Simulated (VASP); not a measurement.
A run of VASP 6.6.1 is set up as follows.

The input POSCAR:

```
HfC
1.0
   -1.3966732300      2.4971805100      1.8473367300
    1.3966732300     -2.4971805100      1.8473367300
    1.3966732300      2.4971805100     -1.8473367300
Hf C
1 1
Direct
    0.9847118300      0.9847118300      0.0000000000
    0.6794548300      0.1794548300      0.5000000000
```

INCAR.step1

```
SYSTEM = HfC
PREC = Accurate ; ENCUT = 520
ISMEAR = -1 ; SIGMA = 0.05
LREAL = .FALSE. ; LASPH = .TRUE.
NELM = 60 ; NBANDS = 14
GGA = PE ; ALGO = Normal
EDIFF = 1E-4 ; LWAVE = .TRUE.
LCHARG = .FALSE.
```

INCAR.step2

```
SYSTEM = HfC
PREC = Accurate ; ENCUT = 520
EDIFF = 1E-6 ; ISMEAR = -1
SIGMA = 0.05 ; LREAL = .FALSE.
LASPH = .TRUE. ; NELM = 60
ALGO = Normal ; ISIF = 2
LWAVE = .FALSE. ; LCHARG = .FALSE.
METAGGA = R2SCAN ; LMIXTAU = .TRUE.
NBANDS = 14 ; ISTART = 1
```

Contents of KPOINTS:

```
regular mesh
0
G
  12 12 12
  0 0 0
```

Potentials or basis: VASP PAW PBE potentials, release 64 (Hf_pv, C).

Run with:

```console
$ cat potpaw_PBE.64/Hf_pv/POTCAR potpaw_PBE.64/C/POTCAR > POTCAR
$ cp INCAR.step1 INCAR
$ mpirun -np 1 vasp_std > vasp.out
$ cp INCAR.step2 INCAR
$ mpirun -np 1 vasp_std > vasp.out
```

Task: What does it give for the pressure?

Result: 65.8 GPa.

Task: Predict the largest force.

Result: 11.586 eV/Å.

Forces in eV/Å, atoms in the order of the input:
```
Hf    0.000   0.000  11.586
C     0.000   0.000 -11.586
```

Caveat: the cell stands under pressure; the PAW data sets were made with another functional, which shifts forces and pressure a little.
